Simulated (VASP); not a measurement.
Crystal: MgO (Periclase).

```
Mg O
1.0
     0.00000    2.08093    2.08093
     2.08093    0.00000    2.08093
     2.08093    2.08093    0.00000
Mg O
1 1
Direct
  0.00000 0.00000 0.00000
  0.50000 0.50000 0.50000
```

This cell differs from its parent crystal: volume scaled by 0.97.

Base run:

```yaml
Program: VASP 6.6.1
Functional: r2SCAN
Potentials_or_basis: VASP PAW PBE potentials, release 64 (Mg, O)
Cutoff: 520 eV
k_mesh: 10 × 10 × 10
Occupations: gaussian, width 0.02 eV
Spin: no spin polarisation
```

Its results: band gap on the k mesh 5.98 eV, direct; pressure 4.3 GPa.

The run is repeated on the same cell with these changes: potentials or basis from VASP PAW PBE potentials, release 64 (Mg, O) to VASP PAW PBE potentials, release 64 (Mg_sv, O); cutoff from 520 eV to 660 eV; further incar settings from ALGO = Normal; EDIFF = 1e-06; NBANDS = 11 to ALGO = Normal; EDIFF = 1e-06; NBANDS = 15; valence electrons from 8 to 16. What comes out?

Band gap on the k mesh 6.03 eV, direct; pressure 4.9 GPa.

Caveats: the PAW data sets were made with another functional, which shifts forces and pressure a little.

